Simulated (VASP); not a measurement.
# TiAl3 (Amm2) in VASP: single point with LDA

Aim: the single point of TiAl3 with LDA.

All numbers are computed with VASP 6.6.1; they aren't measurements. Logs are shortened: lines on timing, memory, paths and dates and some standing lists are left out, and cuts for length are marked.

### Step 1. The cell of the first run

Symmetry: Amm2, No. 38, orthorhombic system. The conventional cell has a = 3.911 Å, b = 7.821 Å, c = 7.821 Å, α = 90.00°, β = 90.00°, γ = 90.00°. Within 3.6 Å of Ti (site symmetry m) lie 12 Al at 2.71 to 2.82 Å. Within 3.4 Å of Al (site symmetry mm2) lie 8 Al at 2.61 to 2.92 Å and 4 Ti at 2.82 Å. Al (site symmetry mm2) has 8 Al at 2.61 to 2.92 Å and 4 Ti at 2.71 Å within 3.4 Å. Within 3.4 Å of Al (site symmetry m) lie 8 Al at 2.61 to 2.92 Å and 4 Ti at 2.77 Å. Al (site symmetry mm2) has 8 Al at 2.65 to 2.73 Å and 4 Ti at 2.75 to 2.78 Å within 3.5 Å. Al (site symmetry mm2) has 4 Ti at 2.75 to 2.78 Å and 8 Al at 2.80 to 2.88 Å within 3.6 Å.

### Step 2. Single point, LDA (atoms displaced along several vibrational modes)

The input, INCAR:

```
PREC = Accurate
ENCUT = 520
EDIFF = 1E-6
ISMEAR = 0
SIGMA = 0.15
LREAL = False
LASPH = True
NELM = 80
ALGO = Fast
ISIF = 2
LWAVE = False
LCHARG = True
GGA = CA
LELF = True
LVHAR = True
NBANDS = 31
```

The input, KPOINTS:

```
regular mesh
0
Gamma
  10 8 8
```

The input, POSCAR:

```
TiAl3
1.0
   -3.9105245017      0.0000000000      0.0000000000
    0.0000000000      3.9105245017      3.9105245017
    0.0000000000      3.9105245017     -3.9105245017
Ti Al
2 6
Direct
    0.0000000000      0.4899501972      0.4899501972
    0.0000000000      0.0100498028      0.0100498028
    0.5000000000      0.7361911107      0.7638088893
    0.5000000000      0.2638088893      0.2361911107
    0.5000000000      0.7361911107      0.2361911107
    0.5000000000      0.2638088893      0.7638088893
    0.0000000000      0.5067670287     -0.0067670287
    0.0000000000     -0.0067670287      0.5067670287
```

Potentials or basis: VASP PAW LDA potentials, release 64 (Ti_sv, Al).

The run is started by

```sh
$ cat potpaw_LDA.64/Ti_sv/POTCAR potpaw_LDA.64/Al/POTCAR > POTCAR
$ mpirun -np 1 vasp_std > vasp.out
```

OUTCAR:

```text
PREC = Accurate
   ENCUT = 520
   EDIFF = 1E-6
   ISMEAR = 0
   LREAL = False
   LASPH = True
   NELM = 80
   ISIF = 2
   GGA = CA

 ion  position               nearest neighbor table
   1  0.000  0.490  0.490-   4 2.71   4 2.71   8 2.75   7 2.75   5 2.77   5 2.77   6 2.77   6 2.77
                             8 2.78   7 2.78   3 2.82   3 2.82
   2  0.000  0.010  0.010-   4 2.71   4 2.71   8 2.75   7 2.75   6 2.77   6 2.77   5 2.77   5 2.77
                             7 2.78   8 2.78   3 2.82   3 2.82
   3  0.500  0.736  0.764-   5 2.61   6 2.61   7 2.65   7 2.65   8 2.80   8 2.80   1 2.82   2 2.82
                             1 2.82   2 2.82   6 2.92   5 2.92
   4  0.500  0.264  0.236-   5 2.61   6 2.61   1 2.71   2 2.71   1 2.71   2 2.71   7 2.73   7 2.73
                             8 2.88   8 2.88   6 2.92   5 2.92
   5  0.500  0.736  0.236-   3 2.61   4 2.61   7 2.69   7 2.69   1 2.77   1 2.77   2 2.77   2 2.77
                             8 2.84   8 2.84   4 2.92   3 2.92
   6  0.500  0.264  0.764-   3 2.61   4 2.61   7 2.69   7 2.69   2 2.77   2 2.77   1 2.77   1 2.77
                             8 2.84   8 2.84   4 2.92   3 2.92
   7  0.000  0.507  0.993-   3 2.65   3 2.65   6 2.69   5 2.69   5 2.69   6 2.69   4 2.73   4 2.73
                             1 2.75   2 2.75   2 2.78   1 2.78
   8  0.000  0.993  0.507-   1 2.75   2 2.75   2 2.78   1 2.78   3 2.80   3 2.80   5 2.84   6 2.84
                             5 2.84   6 2.84   4 2.88   4 2.88

  LATTYP: Found a simple tetragonal cell.
 ALAT       =     5.5303167863
 C/A-ratio  =     0.7071067812

  Lattice vectors:

 A1 = (   0.0000000000,   3.9105245017,   3.9105245017)
 A2 = (   0.0000000000,   3.9105245017,  -3.9105245017)
 A3 = (  -3.9105245017,   0.0000000000,   0.0000000000)

Analysis of symmetry for initial positions (statically):
=====================================================================
 Subroutine PRICEL returns:
 Original cell was already a primitive cell.

 Routine SETGRP: Setting up the symmetry group for a
 simple tetragonal supercell.

 Subroutine GETGRP returns: Found  4 space group operations
 (whereof  2 operations were pure point group operations)
 out of a pool of 16 trial point group operations.

The static configuration has the point symmetry C_1h.
 The point group associated with its full space group is C_2v.

Analysis of symmetry for dynamics (positions and initial velocities):
=====================================================================
 Subroutine PRICEL returns:
 Original cell was already a primitive cell.

 Routine SETGRP: Setting up the symmetry group for a
 simple tetragonal supercell.

 Subroutine GETGRP returns: Found  4 space group operations
[... 126 lines left out ...]
   PSTRESS=    0.0 pullay stress
   NELECT =      42.0000    total number of electrons
   NUPDOWN=      -1.0000    fix difference up-down
   EMIN   =  10.00;   EMAX   =-10.00  energy-range for DOS
   EFERMI =   0.00;   METHOD = LEGACY
   ISMEAR =     0;   SIGMA  =   0.15  broadening in eV -4-tet -1-fermi 0-gaus
   EFERMI_NEDOS =   21; number of points for ismear=-14 and -15
   IALGO  =     68    algorithm
   IMIX   =      4    mixing-type and parameters
     AMIX     =   0.40;   BMIX     =  1.00
     AMIX_MAG =   1.60;   BMIX_MAG =  1.00
  volume/ion in A,a.u.               =      14.95       100.89
  Fermi-wavevector in a.u.,A,eV,Ry     =   1.154994  2.182621 18.150311  1.334010
  Thomas-Fermi vector in A             =   2.291626
   LORBIT       =      0    0 simple, 1 ext, 2 COOP (PROOUT), +10 PAW based schemes
   GGA     = CA    functional components
   LHFCALC =     F    Hartree Fock is set to
   AEXX    =    0.0000 exact exchange contribution
   IVDW    =     0    specifies the selected vdW correction
   LEPSILON=     F    determine dielectric tensor
   LRPA    =     F    only Hartree local field effects (RPA)
 non-spin polarized calculation
 RMM-DIIS sequential band-by-band and
 Gauss-broadening in eV      SIGMA  =   0.15
  energy-cutoff  :      520.00
  volume of cell :      119.60
 maximum number of plane-waves:      3262
 NGX is ok and might be reduce to    30
   NGX = 15   NGY = 21   NGZ = 21

 number of electron      41.9999993 magnetization

 Free energy of the ion-electron system (eV)
  ---------------------------------------------------
  ext. energy  EPLUGINS =         0.00000000
  ---------------------------------------------------
  free energy    TOTEN  =       -45.16368127 eV

  energy without entropy =      -45.11308249  energy(sigma->0) =      -45.13838188

 E-fermi :   9.2323     XC(G=0): -11.1596

 val. band max:        9.2284132699   @ k =   0.2000   0.1250   0.1250
 cond. band min:       9.2329796767   @ k =   0.1000   0.2500   0.0000
 fundamental gap:      0.0045664068
 Fermi energy:         9.2323178916

 k-point     1 :       0.0000    0.0000    0.0000
  band No.  band energies     occupation
      1     -46.9253      2.00000
      2     -46.9230      2.00000
      3     -23.6470      2.00000
      4     -23.6424      2.00000
      5     -23.6300      2.00000
      6     -23.6263      2.00000
[... 805 lines left out ...]
     30      12.1067      0.00000
     31      12.3382      0.00000

 [... further k-points ...]

------------------------ aborting loop because EDIFF is reached ----------------------------------------

  FORCE on cell =-STRESS in cart. coord.  units (eV):
  Direction    XX          YY          ZZ          XY          YZ          ZX
  --------------------------------------------------------------------------------------
  -------------------------------------------------------------------------------------
  Total        0.5132589      1.3653570      0.9352491      0.0000000      0.0000000      0.0000000
  in kB        6.8756228     18.2903398     12.5286085      0.0000000      0.0000000      0.0000000
  external PRESSURE =      12.5648570 kB  Pullay stress =       0.0000000 kB

 VOLUME and BASIS-vectors are now :
 -----------------------------------------------------------------------------
  energy-cutoff  :      520.00
  volume of cell :      119.60
      direct lattice vectors                 reciprocal lattice vectors
    -3.910524502  0.000000000  0.000000000    -0.255720172  0.000000000  0.000000000
     0.000000000  3.910524502  3.910524502     0.000000000  0.127860086  0.127860086
     0.000000000  3.910524502 -3.910524502     0.000000000  0.127860086 -0.127860086

 POSITION                                       TOTAL-FORCE (eV/Angst)
 -----------------------------------------------------------------------------------
      0.00000      3.83192      0.00000         0.000000      0.438083     -0.033555
      0.00000      0.07860      0.00000         0.000000     -0.438083     -0.033555
     -1.95526      5.86579     -0.10800         0.000000      0.000000      1.068894
     -1.95526      1.95526      0.10800         0.000000      0.000000     -0.979960
     -1.95526      3.80252      1.95526         0.000000      1.021711      0.016147
     -1.95526      4.01852     -1.95526         0.000000     -1.021711      0.016147
      0.00000      5.86579     -1.90234         0.000000      0.000000     -0.187420
      0.00000      5.86579      1.90234         0.000000      0.000000      0.133299
 -----------------------------------------------------------------------------------
    total drift:                                0.000000     -0.000000      0.000073

  FREE ENERGIE OF THE ION-ELECTRON SYSTEM (eV)
  ---------------------------------------------------
  free  energy   TOTEN  =       -45.1636812730 eV

  energy  without entropy=      -45.1130824862  energy(sigma->0) =      -45.13838188
```

stdout:

```text
POSCAR found type information on POSCAR TiAl
 POSCAR found :  2 types and       8 ions
 scaLAPACK will be used
 LDA part: xc-table for (Slater(with rela. corr.)+CA(PZ))
 , standard interpolation
 POSCAR, INCAR and KPOINTS ok, starting setup
 FFT: planning ... GRIDC
 FFT: planning ... GRID_SOFT
 FFT: planning ... GRID
 WAVECAR not read
 entering main loop
WARNING in EDDRMM: call to ZHEGV failed, returncode =   6  3     24
WARNING in EDDRMM: call to ZHEGV failed, returncode =   8  4     25
WARNING in EDDRMM: call to ZHEGV failed, returncode =   6  3     16
WARNING in EDDRMM: call to ZHEGV failed, returncode =   6  3     22
WARNING in EDDRMM: call to ZHEGV failed, returncode =   8  4     28
WARNING in EDDRMM: call to ZHEGV failed, returncode =   6  3     22
WARNING in EDDRMM: call to ZHEGV failed, returncode =   8  4      5
WARNING in EDDRMM: call to ZHEGV failed, returncode =   6  3     28
WARNING in EDDRMM: call to ZHEGV failed, returncode =   8  4     27
WARNING in EDDRMM: call to ZHEGV failed, returncode =   6  3     27
WARNING in EDDRMM: call to ZHEGV failed, returncode =   8  4     11
WARNING in EDDRMM: call to ZHEGV failed, returncode =   8  4     26
WARNING in EDDRMM: call to ZHEGV failed, returncode =   6  3     15
```

It took 37 min on 1 thread of AMD EPYC 7R13, shared host; peak memory 0.43 GiB.

What came out:

```yaml
Free_energy: -45.1637 eV
Pressure: 1.3 GPa
Largest_force: 1.069 eV/Å
Band_gap_on_the_k_mesh: zero (bands 21 and 22 overlap by 0.79 eV)
```

Forces in eV/Å, atoms in the order of the input:
```
Ti   0.000  0.438 -0.034
Ti   0.000 -0.438 -0.034
Al   0.000  0.000  1.069
Al   0.000  0.000 -0.980
Al   0.000  1.022  0.016
Al   0.000 -1.022  0.016
Al   0.000  0.000 -0.187
Al   0.000  0.000  0.133
```

Caveat: the cell differs from its parent crystal (atoms displaced along several vibrational modes); forces of over 1 eV/Å act on the atoms, so gaps and moduli don't describe the material at rest.
